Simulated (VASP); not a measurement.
Runs of VASP 6.6.1 on Al. The structure is that of space group Pm-3m (No. 221), or close to it. The cells are those of the table. 

```csv
task,cell,cutoff (eV),gap on the mesh (eV),pressure (GPa)
single point,"a = 2.406 Å, 1 atom",520,none,40.4
single point,"a = 2.679 Å, 1 atom",520,none,(a)
single point,"a = 2.504 Å, 1 atom",520,none,20.2
relaxation of cell and atoms,"relaxed to 20 GPa from a = 2.630 Å, 1 atom",600,none,20.0
relaxation of cell and atoms,"relaxed to 60 GPa from a = 2.630 Å, 1 atom",600,none,60.0
relaxation of cell and atoms,"relaxed to 40 GPa from a = 2.630 Å, 1 atom",600,none,40.0
single point,"a = 2.337 Å, 1 atom",520,none,60.6
relaxation of cell and atoms,"relaxed from a = 2.630 Å, 1 atom",600,none,0.0
```

Alike in all rows: level LDA; potentials or basis VASP PAW LDA potentials, release 64 (Al); no spin polarisation; k mesh 7 × 7 × 7; smearing methfessel-paxton 0.1 eV.

Problem. Fill in the values left out.

Solution. (a) 0.1.

Caveats: some runs use coarse meshes; the cell is relaxed towards a set pressure, so the enthalpy falls and the energy may rise (some runs).

A gap of «none» marks levels without a gap at the run's occupations.
